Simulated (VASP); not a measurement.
Input of a VASP 6.6.1 run:

File INCAR:

```
ALGO = Normal
EDIFF = 1E-6
ENCUT = 520
ISIF = 2
ISMEAR = 0
LASPH = True
LCHARG = False
LREAL = False
LWAVE = False
NBANDS = 16
NELM = 60
PREC = Accurate
SIGMA = 0.05
```

Contents of KPOINTS:

```
k-points
0
Gamma
  6 6 6
```

Contents of POSCAR:

```
CdSe
1.0
    0.0000000000      3.0702710000      3.0702710000
    3.0702710000      0.0000000000      3.0702710000
    3.0702710000      3.0702710000      0.0000000000
Cd Se
1 1
Direct
    0.0000000000      0.0000000000      0.0000000000
    0.7500000000      0.7500000000      0.7500000000
```

Potentials or basis: VASP PAW LDA potentials, release 64 (Cd, Se).

Launch:

```sh
$ cat potpaw_LDA.64/Cd/POTCAR potpaw_LDA.64/Se/POTCAR > POTCAR
$ mpirun -np 1 vasp_std > vasp.out
```

(1) What does it give for the pressure?

(2) Estimate the band gap on the k mesh.

Results:

(1) -2.9 GPa.

(2) 0.30 eV, direct.
